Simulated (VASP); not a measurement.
Runs of VASP 6.6.1 on C. The structure is that of space group Fmmm (No. 69), or close to it. The cells are those of the table. 

```csv
cell,gap on the mesh (eV),pressure (GPa),largest force (eV/Å)
"a = 2.492, b = 2.492, c = 6.799 Å, angles 90.0, 90.0, 120.7°, 4 atoms",-,-5.7,0.14
"a = 2.355, b = 2.355, c = 6.799 Å, angles 90.0, 90.0, 116.9°, 4 atoms",-,(a),1.39
"a = 2.437, b = 2.437, c = 6.799 Å, angles 90.0, 90.0, 119.2°, 4 atoms",none,7.3,0.20
"a = 2.409, b = 2.409, c = 6.799 Å, angles 90.0, 90.0, 118.5°, 4 atoms",none,14.9,0.50
"a = 2.382, b = 2.382, c = 6.799 Å, angles 90.0, 90.0, 117.7°, 4 atoms",-,(b),0.90
```

Alike in all rows: task single point; level PBE+D3(BJ); potentials or basis VASP PAW PBE potentials, release 64 (C); no spin polarisation; k mesh 22 × 22 × 8; cutoff (eV) 520; smearing gaussian 0.15 eV.

Question: Estimate the missing entries.

Answer: (a) 32.6; (b) 23.4.

Caveats: the stress differs along the axes, from -15 to 0 GPa (at least some runs); the stress differs along the axes, from -0 to 83 GPa (at least some runs); forces of over 1 eV/Å act on the atoms, so gaps and moduli don't describe the material at rest (at least some runs); the stress differs along the axes, from -0 to 18 GPa (at least some runs); the stress differs along the axes, from -0 to 38 GPa (at least some runs); the stress differs along the axes, from -0 to 59 GPa (at least some runs).

A gap of «none» marks levels without a gap at the run's occupations.
